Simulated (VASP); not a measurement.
Runs of VASP 6.6.1 on ZnO. The structure is that of space group P6_3mc (No. 186), or close to it. The cells are those of the table. 

```csv
cell,gap on the mesh (eV),pressure (GPa),largest force (eV/Å)
"a = 3.228, b = 3.227, c = 5.171 Å, angles 90.0, 90.0, 120.0°, 4 atoms",0.82,9.3,0.08
"a = 3.323, b = 3.323, c = 5.324 Å, angles 90.0, 90.0, 120.0°, 4 atoms",(a),-3.1,0.05
"a = 3.260, b = 3.260, c = 5.223 Å, angles 90.0, 90.0, 120.0°, 4 atoms",0.78,4.5,0.07
"a = 3.292, b = 3.292, c = 5.274 Å, angles 90.0, 90.0, 120.0°, 4 atoms",(b),0.4,0.06
"a = 3.194, b = 3.194, c = 5.117 Å, angles 90.0, 90.0, 120.0°, 4 atoms",0.86,14.9,0.09
```

Alike in all rows: task single point; level PBE; potentials or basis VASP PAW PBE potentials, release 64 (Zn, O); no spin polarisation; k mesh 12 × 12 × 4; cutoff (eV) 520; smearing gaussian 0.01 eV.

Question: Fill in the values left out.

Answer: (a) 0.69; (b) 0.73.

Caveats: the cell stands under pressure (at least some runs); semilocal functionals underestimate gaps, and a narrow one can read as zero (at least some runs); the cell stands under tension (at least some runs).

